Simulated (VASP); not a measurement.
CuI, 2 atoms in the cell. The structure is cubic, space group F-43m (No. 216). The conventional cell has a = 6.063 Å, b = 6.063 Å, c = 6.063 Å, α = 90.00°, β = 90.00°, γ = 90.00°. I (site symmetry -43m) has 4 Cu at 2.63 Å within 3.5 Å. Within 3.5 Å of Cu (site symmetry -43m) lie 4 I at 2.63 Å. 

- Program: VASP 6.6.1
- Task: single point
- Functional: LDA
- Potentials or basis: VASP PAW LDA potentials, release 64 (I, Cu)
- Cutoff: 520 eV
- k mesh: 6 × 6 × 6
- Occupations: fermi-dirac, width 0.05 eV
- Spin: non-collinear spin, zero start, spin-orbit coupling
- Starting moments: [[0.0, 0.0, 0.0], [0.0, 0.0, 0.0]] μB
- Dipole correction: no
- Further INCAR settings: ALGO = Normal; EDIFF = 1e-06; NBANDS = 30

Potentials or basis: VASP PAW LDA potentials, release 64 (I, Cu).

Command:

```sh
$ cat potpaw_LDA.64/I/POTCAR potpaw_LDA.64/Cu/POTCAR > POTCAR
$ mpirun -np 1 vasp_ncl > vasp.out
```

Hardware: 1 thread of Intel(R) Xeon(R) 6975P-C (Granite Rapids), on a shared host.

Q: How long does it take, and how much memory?

A: Wall time 41 s on 1 thread of Intel(R) Xeon(R) 6975P-C (Granite Rapids) (shared host), peak memory 0.28 GiB. Counts: scf iterations 14, k points 22.
